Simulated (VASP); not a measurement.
# Fe: relaxation of cell and atoms with PBE

Crystal: Fe.

```xyz
1
Lattice="2.2831 0.0000 0.0000 0.0000 2.2831 0.0000 0.0000 0.0000 2.2831" Properties=species:S:1:pos:R:3 pbc="T T T"
Fe    0.0000    0.0000    0.0000
```

```
Program                : VASP 6.6.1
Task                   : relaxation of cell and atoms
Functional             : PBE
Potentials or basis    : VASP PAW PBE potentials, release 64 (Fe)
Cutoff                 : 600 eV
k mesh                 : 18 × 18 × 18
Occupations            : fermi-dirac, width 0.03 eV
Spin                   : collinear spin, ferromagnetic start
Starting moments       : [3.0] μB
Dipole correction      : no
Further INCAR settings : ALGO = Normal; EDIFF = 1e-07; IBRION = 2; EDIFFG = -0.005; NSW = 100; ISIF = 3
```

The relaxed volume is 13.23 Å³/atom and the relaxed cell is a = 2.365 Å, b = 2.365 Å, c = 2.365 Å, α = 90.00°, β = 90.00°, γ = 90.00°. The space group after relaxing (to 0.05 Å) is Pm-3m (No. 221) and the energy gained by relaxing is 70.6 meV/atom. The ionic steps are 17, the pressure after relaxing is 0.0 GPa and the net moment is 2.36 μB per cell. The site moments are Fe +2.35 μB and the valence electrons inside the program's atomic spheres are Fe 7.18.

Step by step:
```
step  energy change (eV)  largest force (eV/Å)  pressure (GPa)  volume (Å³)
   1              0.0000                0.0000           17.91        11.90
   2             -0.0410                0.0000           -7.68        14.34
   3             -0.0705                0.0000           -0.45        13.28
   4             -0.0706                0.0000           -0.08        13.24
   5             -0.0706                0.0000            0.21        13.21
   6             -0.0706                0.0000            0.15        13.21
   7             -0.0706                0.0000            0.17        13.22
   8             -0.0706                0.0000            0.18        13.22
   9             -0.0706                0.0000            0.19        13.22
  10             -0.0706                0.0000            0.19        13.22
  11             -0.0706                0.0000            0.18        13.22
  12             -0.0706                0.0000            0.16        13.22
  13             -0.0706                0.0000            0.18        13.22
  14             -0.0706                0.0000            0.16        13.22
  15             -0.0706                0.0000            0.15        13.22
  16             -0.0706                0.0000            0.10        13.22
  17             -0.0706                0.0000            0.05        13.23
```

Final structure:
```yaml
crystal:
  lattice:
    - [2.36510, 0.00000, 0.00000]
    - [0.00000, 2.36510, 0.00000]
    - [0.00000, 0.00000, 2.36510]
  atoms:
    - { symbol: Fe, position: [0.00000, 0.00000, 0.00000] }
```

Levels at points of the mesh, in eV from the Fermi level:
Spin up:
```tsv
k point	band 2	band 3	band 4	band 5	band 6	band 7	band 8	band 9
(0.00, 0.00, 0.00)	-3.91	-3.91	-0.58	-0.58	-0.58	18.74	18.74	18.74
(0.50, 0.00, 0.00)	-3.41	-1.80	-1.80	-1.14	-0.47	4.21	22.80	25.69
(0.50, 0.50, 0.00)	-2.95	-1.55	-1.55	0.82	5.05	5.05	11.00	11.96
(0.50, 0.50, 0.50)	-3.94	-3.94	0.89	0.89	11.77	11.77	11.77	12.69
```
Spin down:
```csv
k point,band 1,band 2,band 3,band 4,band 5,band 6
"(0.00, 0.00, 0.00)",-7.55,-2.45,-2.45,2.45,2.45,2.45
"(0.50, 0.00, 0.00)",-3.04,-1.86,-1.01,1.00,1.00,2.57
"(0.50, 0.50, 0.00)",-3.11,-1.46,1.31,1.31,2.74,5.42
"(0.50, 0.50, 0.50)",-1.71,-1.71,-1.71,2.82,2.82,12.31
```

It took 5.8 min on 1 thread of Intel Xeon 8259CL (shared host), peak memory 0.19 GiB.
